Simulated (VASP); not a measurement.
# PtS2 (P4_2/mnm) in VASP: notebook

The runs below take PtS2 through relaxation of cell and atoms, with PBEsol, LDA, PBE.

Program: VASP 6.6.1. These are calculated values, not measurements. Logs are shortened: lines on timing, memory, paths and dates and some standing lists are left out, and cuts for length are marked.

## 1. The cell of the first run

The structure is tetragonal, space group P4_2/mnm (No. 136). The conventional cell has a = 5.458 Å, b = 5.458 Å, c = 3.816 Å, α = 90.00°, β = 90.00°, γ = 90.00°. Within 3.2 Å of Pt (site symmetry mmm) lie 6 S at 2.39 to 2.41 Å. Within 3.2 Å of S (site symmetry m2m) lie 3 Pt at 2.39 to 2.41 Å and 1 S at 2.94 Å.

## 2. Relaxation of cell and atoms, PBEsol

INCAR

```
SYSTEM = PtS2
PREC = Accurate ; ENCUT = 600
EDIFF = 1E-6 ; ISMEAR = -1
SIGMA = 0.02 ; LREAL = .False.
LASPH = .True. ; NELM = 80
ALGO = Normal ; ISIF = 3
LWAVE = .False. ; LCHARG = .False.
GGA = PS ; IBRION = 2
NSW = 80 ; EDIFFG = -0.005
```

KPOINTS

```
Automatic mesh
0
Gamma
  4 4 6
  0 0 0
```

POSCAR

```
PtS2
1.0
    5.4579142686      0.0000000000      0.0000000000
    0.0000000000      5.4579142686      0.0000000000
    0.0000000000      0.0000000000      3.8159519440
Pt S
2 4
Direct
    0.0000000000      0.0000000000      0.0000000000
    0.5000000000      0.5000000000      0.5000000000
    0.3096298023      0.3096298023      0.0000000000
    0.1903701977      0.8096298023      0.5000000000
    0.8096298023      0.1903701977      0.5000000000
    0.6903701977      0.6903701977      0.0000000000
```

Potentials or basis: VASP PAW PBE potentials, release 64 (Pt, S).

The run is started by

```sh
$ cat potpaw_PBE.64/Pt/POTCAR potpaw_PBE.64/S/POTCAR > POTCAR
$ mpirun -np 1 vasp_std > vasp.out
```

OUTCAR:

```text
SYSTEM = PtS2
   PREC = Accurate
   ENCUT = 600
   EDIFF = 1E-6
   ISMEAR = -1
   LREAL = .False.
   LASPH = .True.
   NELM = 80
   ISIF = 3
   GGA = PS
   IBRION = 2
   NSW = 80
   EDIFFG = -0.005

 ion  position               nearest neighbor table
   1  0.000  0.000  0.000-   3 2.39   6 2.39   5 2.41   4 2.41   4 2.41   5 2.41
   2  0.500  0.500  0.500-   4 2.39   5 2.39   3 2.41   6 2.41   3 2.41   6 2.41
   3  0.310  0.310  0.000-   1 2.39   2 2.41   2 2.41
   4  0.190  0.810  0.500-   2 2.39   1 2.41   1 2.41
   5  0.810  0.190  0.500-   2 2.39   1 2.41   1 2.41
   6  0.690  0.690  0.000-   1 2.39   2 2.41   2 2.41

  LATTYP: Found a simple tetragonal cell.
 ALAT       =     5.4579142686
 C/A-ratio  =     0.6991593778

  Lattice vectors:

 A1 = (   5.4579142686,   0.0000000000,   0.0000000000)
 A2 = (   0.0000000000,   5.4579142686,   0.0000000000)
 A3 = (   0.0000000000,   0.0000000000,   3.8159519440)

Analysis of symmetry for initial positions (statically):
=====================================================================
 Subroutine PRICEL returns:
 Original cell was already a primitive cell.

 Routine SETGRP: Setting up the symmetry group for a
 simple tetragonal supercell.

 Subroutine GETGRP returns: Found 16 space group operations
 (whereof  8 operations were pure point group operations)
 out of a pool of 16 trial point group operations.

The static configuration has the point symmetry D_2h.
 The point group associated with its full space group is D_4h.

Analysis of symmetry for dynamics (positions and initial velocities):
=====================================================================
 Subroutine PRICEL returns:
 Original cell was already a primitive cell.

 Routine SETGRP: Setting up the symmetry group for a
 simple tetragonal supercell.

 Subroutine GETGRP returns: Found 16 space group operations
 (whereof  8 operations were pure point group operations)
 out of a pool of 16 trial point group operations.

The dynamic configuration has the point symmetry D_2h.
 The point group associated with its full space group is D_4h.

 Subroutine INISYM returns: Found 16 space group operations
 (whereof  8 operations are pure point group operations),
 and found     1 'primitive' translations

----------------------------------------------------------------------------------------

                                     Primitive cell

  volume of cell :     113.6727

  direct lattice vectors                    reciprocal lattice vectors
     5.457914269  0.000000000  0.000000000     0.183220174  0.000000000  0.000000000
     0.000000000  5.457914269  0.000000000     0.000000000  0.183220174  0.000000000
     0.000000000  0.000000000  3.815951944     0.000000000  0.000000000  0.262057808

  length of vectors
     5.457914269  5.457914269  3.815951944     0.183220174  0.183220174  0.262057808

  position of ions in fractional coordinates (direct lattice)
     0.000000000  0.000000000  0.000000000
     0.500000000  0.500000000  0.500000000
     0.309629802  0.309629802  0.000000000
     0.190370198  0.809629802  0.500000000
     0.809629802  0.190370198  0.500000000
     0.690370198  0.690370198  0.000000000

  ion indices of the primitive-cell ions
   primitive index   ion index
                 1           1
                 2           2
                 3           3
                 4           4
                 5           5
                 6           6

----------------------------------------------------------------------------------------

 KPOINTS: Automatic mesh

Automatic generation of k-mesh.
 Grid dimensions read from file:
 generate k-points for:    4    4    6

 Generating k-lattice:

  Cartesian coordinates                     Fractional coordinates (reciprocal lattice)
     0.045805043  0.000000000  0.000000000     0.250000000  0.000000000  0.000000000
     0.000000000  0.045805043  0.000000000     0.000000000  0.250000000  0.000000000
     0.000000000  0.000000000  0.043676301     0.000000000  0.000000000  0.166666667

  Length of vectors
     0.045805043  0.045805043  0.043676301

  Shift w.r.t. Gamma in fractional coordinates (k-lattice)
     0.000000000  0.000000000  0.000000000

 Subroutine IBZKPT returns following result:
 ===========================================

 Found     24 irreducible k-points:

 Following reciprocal coordinates:
            Coordinates               Weight
  0.000000  0.000000  0.000000      1.000000
  0.250000  0.000000  0.000000      4.000000
  0.500000  0.000000  0.000000      2.000000
  0.250000  0.250000  0.000000      4.000000
  0.500000  0.250000  0.000000      4.000000
  0.500000  0.500000  0.000000      1.000000
[... 16 lines left out ...]
  0.500000  0.250000  0.500000      4.000000
  0.500000  0.500000  0.500000      1.000000
   k-points           NKPTS =     24   k-points in BZ     NKDIM =     24   number of bands    NBANDS=     26
   number of dos      NEDOS =    301   number of ions     NIONS =      6
   total plane-waves  NPLWV =  69120
   dimension x,y,z NGX =    48 NGY =   48 NGZ =   30
   dimension x,y,z NGXF=    96 NGYF=   96 NGZF=   60
   ions per type =               2   4
   NGX,Y,Z   is equivalent  to a cutoff of  14.62, 14.62, 13.07 a.u.
   NGXF,Y,Z  is equivalent  to a cutoff of  29.24, 29.24, 26.14 a.u.
 SYSTEM =  PtS2
   PREC   = accura    normal or accurate (medium, high low for compatibility)
   ISTART =      0    job   : 0-new  1-cont  2-samecut
   ICHARG =      2    charge: 1-file 2-atom 10-const
   ISPIN  =      1    spin polarized calculation?
   LNONCOLLINEAR =      F non collinear calculations
   LSORBIT =      F    spin-orbit coupling
   LASPH  =      T    aspherical Exc in radial PAW
   ENCUT  =  600.0 eV  44.10 Ry    6.64 a.u.  10.90 10.90  7.62*2*pi/ulx,y,z
   NELM   =     80;   NELMIN=  2; NELMDL= -5     # of ELM steps
   EDIFF  = 0.1E-05   stopping-criterion for ELM
   LREAL  =      F    real-space projection
   EDIFFG = -.5E-02   stopping-criterion for IOM
   NSW    =     80    number of steps for IOM
   IBRION =      2    ionic relax: 0-MD 1-quasi-New 2-CG
   NFREE  =      1    steps in history (QN), initial steepest desc. (CG)
   ISIF   =      3    stress and relaxation
   ISYM   =      2    0-nonsym 1-usesym 2-fastsym
   POTIM  = 0.5000    time-step for ionic-motion
   TEBEG  =    0.0;   TEEND  =   0.0 temperature during run
   PSTRESS=    0.0 pullay stress
   NELECT =      44.0000    total number of electrons
   NUPDOWN=      -1.0000    fix difference up-down
   EMIN   =  10.00;   EMAX   =-10.00  energy-range for DOS
   EFERMI =   0.00;   METHOD = LEGACY
   ISMEAR =    -1;   SIGMA  =   0.02  broadening in eV -4-tet -1-fermi 0-gaus
   EFERMI_NEDOS =   21; number of points for ismear=-14 and -15
   IALGO  =     38    algorithm
   IMIX   =      4    mixing-type and parameters
     AMIX     =   0.40;   BMIX     =  1.00
     AMIX_MAG =   1.60;   BMIX_MAG =  1.00
  volume/ion in A,a.u.               =      18.95       127.85
  Fermi-wavevector in a.u.,A,eV,Ry     =   1.193091  2.254615 19.367437  1.423466
  Thomas-Fermi vector in A             =   2.329114
   LORBIT       =      0    0 simple, 1 ext, 2 COOP (PROOUT), +10 PAW based schemes
   GGA     = PS    functional components
   LHFCALC =     F    Hartree Fock is set to
   AEXX    =    0.0000 exact exchange contribution
   IVDW    =     0    specifies the selected vdW correction
   LEPSILON=     F    determine dielectric tensor
   LRPA    =     F    only Hartree local field effects (RPA)
 conjugate gradient relaxation of ions
 non-spin polarized calculation
  energy-cutoff  :      600.00
  volume of cell :      113.67
 maximum number of plane-waves:      3827
 NGX is ok and might be reduce to    48
   NGX = 21   NGY = 21   NGZ = 15

--------------------------------------- Ionic step        1  -------------------------------------------

 number of electron      44.0000000 magnetization

 Free energy of the ion-electron system (eV)
  ---------------------------------------------------
  ext. energy  EPLUGINS =         0.00000000
  ---------------------------------------------------
  free energy    TOTEN  =       -31.94754640 eV

  energy without entropy =      -31.93402663  energy(sigma->0) =      -31.94078652

------------------------ aborting loop because EDIFF is reached ----------------------------------------

  FORCE on cell =-STRESS in cart. coord.  units (eV):
  Direction    XX          YY          ZZ          XY          YZ          ZX
  --------------------------------------------------------------------------------------
  -------------------------------------------------------------------------------------
  Total       -3.3907975     -3.3907975     -3.8733827     -0.0000000      0.0000000      0.0000000
  in kB      -47.7921011    -47.7921011    -54.5939696     -0.0000000      0.0000000      0.0000000
  external PRESSURE =     -50.0593906 kB  Pullay stress =       0.0000000 kB
[... 101 lines left out ...]
  FREE ENERGIE OF THE ION-ELECTRON SYSTEM (eV)
  ---------------------------------------------------
  free  energy   TOTEN  =       -32.0175538761 eV

  energy  without entropy=      -32.0050139476  energy(sigma->0) =      -32.01128391

[... ionic steps 4 to 10 ...]

--------------------------------------- Ionic step       11  -------------------------------------------

 number of electron      43.9999998 magnetization

------------------------ aborting loop because EDIFF is reached ----------------------------------------

  FORCE on cell =-STRESS in cart. coord.  units (eV):
  Direction    XX          YY          ZZ          XY          YZ          ZX
  --------------------------------------------------------------------------------------
  -------------------------------------------------------------------------------------
  Total       -0.0815936     -0.0815936     -0.1094945      0.0000000      0.0000000      0.0000000
  in kB       -1.1971441     -1.1971441     -1.6065069      0.0000000      0.0000000      0.0000000
  external PRESSURE =      -1.3335984 kB  Pullay stress =       0.0000000 kB
[... 65 lines left out ...]
  energy  without entropy=      -32.0076639853  energy(sigma->0) =      -32.01415309

--------------------------------------- Ionic step       13  -------------------------------------------

 number of electron      43.9999998 magnetization

 Free energy of the ion-electron system (eV)
  ---------------------------------------------------
  ext. energy  EPLUGINS =         0.00000000
  ---------------------------------------------------
  free energy    TOTEN  =       -32.02065437 eV

  energy without entropy =      -32.00764707  energy(sigma->0) =      -32.01415072

 E-fermi :   6.4408     XC(G=0): -10.9164

 val. band max:        6.4361092728   @ k =   0.2500   0.2500   0.1667
 cond. band min:       6.4450689386   @ k =   0.2500   0.0000   0.3333
 fundamental gap:      0.0089596658
 Fermi energy:         6.4408418644

 k-point     1 :       0.0000    0.0000    0.0000
  band No.  band energies     occupation
      1      -8.6491      2.00000
      2      -6.8184      2.00000
      3      -5.8971      2.00000
      4      -5.8971      2.00000
      5      -1.7750      2.00000
      6      -1.0236      2.00000
[... 718 lines left out ...]
  FREE ENERGIE OF THE ION-ELECTRON SYSTEM (eV)
  ---------------------------------------------------
  free  energy   TOTEN  =       -32.0206543739 eV

  energy  without entropy=      -32.0076470746  energy(sigma->0) =      -32.01415072

 reached required accuracy - stopping structural energy minimisation
```

Wall time 3.8 min (1 thread of Intel Xeon 6975P-C (Granite Rapids), shared host); peak memory 0.3 GiB.

Results:

```yaml
Free_energy: -32.0207 eV
Relaxed_volume: 18.18 Å³/atom
Relaxed_cell: a = 5.369 Å, b = 5.369 Å, c = 3.785 Å, α = 90.00°, β = 90.00°, γ = 90.00°
Space_group_after_relaxing_to_0.05_Å: P4_2/mnm (No. 136)
Energy_gained_by_relaxing: 12.2 meV/atom
Ionic_steps: 13
Pressure_after_relaxing: 0.0 GPa
Band_gap_on_the_k_mesh: zero (band 22 reaches 6.83 eV, above the bottom of band 23 at 6.31 eV)
```

The path:
```tsv
step	energy change (eV)	largest force (eV/Å)	pressure (GPa)	volume (Å³)
1	0.0000	0.0537	-5.01	113.67
2	0.0502	0.2289	7.64	104.21
3	-0.0700	0.0558	-0.11	109.42
4	-0.0700	0.0581	0.01	109.34
5	-0.0727	0.0196	0.07	109.11
6	-0.0728	0.0328	0.07	109.07
7	-0.0728	0.0347	0.06	109.06
8	-0.0728	0.0388	0.07	109.05
9	-0.0728	0.0374	0.07	109.06
10	-0.0730	0.0224	-0.07	109.16
11	-0.0730	0.0165	-0.13	109.20
12	-0.0731	0.0079	0.05	109.06
13	-0.0731	0.0009	-0.01	109.10
```

Final structure:
```
CELL_PARAMETERS angstrom
5.36917 0.00000 0.00000
0.00000 5.36917 0.00000
0.00000 0.00000 3.78456
ATOMIC_POSITIONS crystal
Pt 0.00000 0.00000 0.00000
Pt 0.50000 0.50000 0.50000
S 0.30981 0.30981 0.00000
S 0.19019 0.80981 0.50000
S 0.80981 0.19019 0.50000
S 0.69019 0.69019 0.00000
```

Levels at points of the mesh, in eV from the Fermi level:
| k point | band 18 | band 19 | band 20 | band 21 | band 22 | band 23 | band 24 | band 25 | band 26 |
| --- | --- | --- | --- | --- | --- | --- | --- | --- | --- |
| (0.00, 0.00, 0.00) | -1.31 | -1.30 | -0.41 | -0.12 | -0.12 | 0.28 | 2.74 | 2.74 | 2.95 |
| (0.50, 0.00, 0.00) | -1.94 | -1.31 | -1.31 | -0.63 | -0.63 | 2.21 | 2.21 | 2.43 | 2.43 |
| (0.50, 0.50, 0.00) | -2.65 | -1.38 | -1.38 | 0.38 | 0.38 | 0.41 | 0.41 | 2.60 | 2.60 |
| (0.00, 0.00, 0.50) | -2.74 | -0.92 | -0.92 | 0.01 | 0.01 | 0.49 | 0.49 | 1.00 | 1.00 |
| (0.50, 0.00, 0.50) | -3.39 | -1.13 | -1.13 | -1.04 | -1.04 | 0.10 | 0.10 | 3.54 | 3.54 |
| (0.50, 0.50, 0.50) | -2.47 | -0.41 | -0.41 | -0.33 | -0.33 | 1.18 | 1.18 | 1.23 | 1.23 |

Caveat: the PAW data sets were made with another functional, which shifts forces and pressure a little; spin-orbit coupling is left out, which moves the levels of the heavy elements.

(Part 1 of 2 ends here.)
